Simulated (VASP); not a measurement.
Input of a VASP 6.6.1 run:

The input INCAR:

```
SYSTEM = C
  PREC = Accurate
  ENCUT = 600
  EDIFF = 1E-6
  ISMEAR = 0
  SIGMA = 0.05
  LREAL = .False.
  LASPH = .True.
  NELM = 120
  ALGO = Normal
  ISIF = 2
  LWAVE = .False.
  LCHARG = .False.
  GGA = PE
  NBANDS = 21
  GGA_COMPAT = .False.
```

File KPOINTS:

```
regular mesh
0
Gamma
  12 12 4
  0 0 0
```

File POSCAR:

```
C
1.0
    2.5254132897      0.0000000000      0.0000000000
   -1.2627066449      2.1870720640      0.0000000000
    0.0000000000      0.0000000000      6.1859739495
C
6
Direct
    0.6666666667      0.3333333333      0.1666666667
    0.3333333333      0.6666666667      0.0833333333
    0.3333333333      0.6666666667      0.8333333333
    0.6666666667      0.3333333333      0.4166666667
    1.0000000000      1.0000000000      0.7500000000
    0.0000000000      1.0000000000      0.5000000000
```

Potentials or basis: VASP PAW PBE potentials, release 64 (C).

Launch:

```console
$ cat potpaw_PBE.64/C/POTCAR > POTCAR
$ mpirun -np 1 vasp_std > vasp.out
```

What does it give for the band gap on the k mesh?

4.19 eV.

Estimate the pressure.

0.0 GPa.

A k mesh can miss the band edges. A hybrid or GW would open this gap; PBE tends to underestimate it.
